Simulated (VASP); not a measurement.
Set up this calculation in VASP 6.6.1, as the native input.

```
Task                   : single point
Functional             : PBE
Potentials or basis    : VASP PAW PBE potentials, release 64 (Na_pv)
Cutoff                 : 520 eV
k mesh                 : 16 × 16 × 16
Occupations            : gaussian, width 0.15 eV
Spin                   : no spin polarisation
Dipole correction      : no
Further INCAR settings : ALGO = Normal; EDIFF = 1e-06; NBANDS = 10
```

The structure of Na lies in POSCAR:

```
Na
1.0
   -2.2233750000      2.2233750000      2.1175000000
    2.2233750000     -2.2233750000      2.1175000000
    2.2233750000      2.2233750000     -2.1175000000
Na
1
Direct
    0.0000000000      0.0000000000      0.0000000000
```

This cell differs from its parent crystal: strain +0.050 along x and y, +0.000 along z.

One way to write it, as run:

INCAR

```
ALGO = Normal
EDIFF = 1E-6
ENCUT = 520
GGA = PE
ISIF = 2
ISMEAR = 0
LASPH = T
LCHARG = F
LREAL = F
LWAVE = F
NBANDS = 10
NELM = 100
PREC = Accurate
SIGMA = 0.15
```

KPOINTS

```
k-points
0
Gamma
  16 16 16
```

Potentials or basis: VASP PAW PBE potentials, release 64 (Na_pv).

The run is started by

```bash
$ cat potpaw_PBE.64/Na_pv/POTCAR > POTCAR
$ mpirun -np 1 vasp_std > vasp.out
```

Results of the run:

* Pressure: -0.8 GPa

Caveat: the cell differs from its parent crystal (strain +0.050 along x and y, +0.000 along z).

Run time: 2.4 min on 1 thread of Oxide Virtual Turin-like Processor (shared host), peak memory 0.2 GiB.
